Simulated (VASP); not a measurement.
Write the native input for VASP 6.6.1 that does the following.

| Property | Result |
| --- | --- |
| Task | single point |
| Functional | PBEsol |
| Potentials or basis | VASP PAW PBE potentials, release 64 (Al) |
| Cutoff | 520 eV |
| k mesh | 20 × 20 × 20 |
| Occupations | gaussian, width 0.15 eV |
| Spin | no spin polarisation |
| Dipole correction | no |
| Further INCAR settings | ALGO = Normal; EDIFF = 1e-06; NBANDS = 8 |

The structure of Al lies in POSCAR:

```
Al
1.0
    0.0000000000      2.1251790000      1.9227810000
    2.1251790000      0.0000000000      1.9227810000
    2.1251790000      2.1251790000      0.0000000000
Al
1
Direct
    0.0000000000      0.0000000000      0.0000000000
```

This cell differs from its parent crystal: strain +0.050 along x and y, -0.050 along z.

The input as run:

INCAR

```
SYSTEM = Al
PREC = Accurate
ENCUT = 520
EDIFF = 1E-6
ISMEAR = 0
SIGMA = 0.15
LREAL = .FALSE.
LASPH = .TRUE.
NELM = 60
ALGO = Normal
ISIF = 2
LWAVE = .FALSE.
LCHARG = .FALSE.
GGA = PS
NBANDS = 8
```

KPOINTS

```
regular mesh
0
G
  20 20 20
  0 0 0
```

Potentials or basis: VASP PAW PBE potentials, release 64 (Al).

Run with:

```sh
$ cat potpaw_PBE.64/Al/POTCAR > POTCAR
$ mpirun -np 1 vasp_std > vasp.out
```

It gave:

| Property | Result |
| --- | --- |
| Pressure | -4.4 GPa |

Caveat: the cell differs from its parent crystal (strain +0.050 along x and y, -0.050 along z); the PAW data sets were made with another functional, which shifts forces and pressure a little.

It took 29 s on 1 thread of Intel Xeon 6975P-C (shared host), peak memory 0.19 GiB.
